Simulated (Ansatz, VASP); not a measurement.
**Bi2TeO4: VASP beside Ansatz**

```
Bi Te O
1.0
     0.00000    6.40592    3.23219
     3.06040    0.00000    3.23219
     3.06040    6.40592    0.00000
Bi Te O
2 1 4
Direct
  0.23661 0.56865 0.43135
  0.56865 0.23661 0.76339
  0.04036 0.04036 0.95964
  0.11898 0.60105 0.88102
  0.60105 0.11898 0.39895
  0.21368 0.21368 0.28632
  0.71368 0.71368 0.78632
```

Change from the starting cell: the structure that the rattled cell fell into.

Alike in both runs: functional PBE; k mesh 8 × 8 × 8; occupations gaussian, width 0.01 eV; no spin polarisation.

Ansatz relaxed the structure, and its values are those at the end. VASP's run is a single point on that final structure, the one shown.

|  | VASP | Ansatz |
| --- | --- | --- |
| version | VASP 6.6.1 | Ansatz 0.2.0 |
| potentials or method | VASP PAW PBE potentials, release 64 (Bi_d, Te, O), cutoff 520 eV | scalar-relativistic, plane waves, PAW |
| valence electrons in the cell | 60 | 70 |

Ansatz gave:

```
gap on the k mesh at the Fermi level (eV) : 0.22
least direct gap on the mesh (eV)         : 1.32
pressure (GPa)                            : 0.0
rms of the force components (eV/Å)        : 0.004
```

What did VASP give for the same quantities?

gap on the k mesh at the Fermi level (eV): 0.22; least direct gap on the mesh (eV): 1.31; pressure (GPa): 0.0; rms of the force components (eV/Å): 0.025.

With one functional, cell and mesh, what is left measures potentials, basis and numerics. VASP's potentials hold 60 valence electrons a cell and Ansatz's 70, so a difference there can come from the potentials and not from the codes.

Neither program's run includes spin-orbit coupling.
